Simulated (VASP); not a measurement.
Runs of VASP 6.6.1 on BN (Qingsongite). The structure is that of space group F-43m (No. 216), or close to it. The cells are those of the table. 

```tsv
cell	gap on the mesh (eV)	pressure (GPa)
a = 2.450 Å, angles 60.0°, 2 atoms	4.40	(b)
a = 2.556 Å, angles 60.0°, 2 atoms	4.28	-2.4
a = 2.623 Å, angles 60.0°, 2 atoms	4.19	(a)
a = 2.486 Å, angles 60.0°, 2 atoms	4.36	34.4
a = 2.655 Å, angles 60.0°, 2 atoms	4.15	-37.1
a = 2.522 Å, angles 60.0°, 2 atoms	4.32	14.3
a = 2.590 Å, angles 60.0°, 2 atoms	4.23	-16.2
```

Alike in all rows: task single point; level PBEsol; potentials or basis VASP PAW PBE potentials, release 64 (B, N); no spin polarisation; k mesh 10 × 10 × 10; cutoff (eV) 520; smearing gaussian 0.01 eV.

**Question.** Estimate the missing entries.

**Answer.** (a) -27.6; (b) 58.7.

Caveats: the PAW data sets were made with another functional, which shifts forces and pressure a little.

A k mesh can miss the band edges.
